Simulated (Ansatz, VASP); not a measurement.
## La in VASP and in Ansatz

File INCAR:

```
SYSTEM = La
PREC = Accurate
ENCUT = 520
EDIFF = 1E-7
ISMEAR = -1
SIGMA = 0.05
LREAL = .False.
LASPH = .True.
NELM = 100
ALGO = Normal
ISIF = 2
LWAVE = .False.
LCHARG = .False.
GGA = CA
NBANDS = 18
```

File KPOINTS:

```
regular mesh
0
Gamma
  11 11 11
  0 0 0
```

POSCAR

```
La
1.0
    0.0000000000      2.6186087580      2.6186087580
    2.6186087580      0.0000000000      2.6186087580
    2.6186087580      2.6186087580      0.0000000000
La
2
Direct
   -0.1250000000     -0.1250000000     -0.1250000000
    0.1250000000      0.1250000000      0.1250000000
```

Input for Ansatz:

```yaml
crystal:
  lattice:
    - [0.0, 2.618608758, 2.618608758]
    - [2.618608758, 0.0, 2.618608758]
    - [2.618608758, 2.618608758, 0.0]
  atoms:
    - { symbol: La, position: [-0.125, -0.125, -0.125] }
    - { symbol: La, position: [0.125, 0.125, 0.125] }
kpoints:
  mp_grid: { grid: [11, 11, 11] }
scf:
  occupations: { method: fermi_dirac, width: 0.05 }
hamiltonian:
  xc: lda
  pseudopotentials: { kind: paw }
output:
  forces: true
  stress: true
  eigenvalues: true
  populations: true
```

Change from the starting cell: volume scaled by 0.52, PAW files.

Alike in both runs: task single point; functional LDA; k mesh 11 × 11 × 11; occupations fermi-dirac, width 0.05 eV; no spin polarisation.

|  | VASP | Ansatz |
| --- | --- | --- |
| version | VASP 6.6.1 | Ansatz 0.2.0 |
| potentials or method | VASP PAW LDA potentials, release 64 (La) | PAW with Ansatz's default frozen-core files, scalar-relativistic |
| plane-wave cutoff (eV) | 520 | 420 |
| valence electrons in the cell | 22 | 22 |

VASP gave:

```
pressure (GPa) : 185.7
```

Which values does Ansatz return?

Pressure (GPa): 185.8.

LDA's correlation is that of Perdew and Zunger in VASP and of Perdew and Wang (1992) in Ansatz. Both programs put the cell under a high pressure, so it lies far from rest at this level.

Neither program's run includes spin-orbit coupling. Noted on VASP's run: the cell as given lies far from equilibrium.
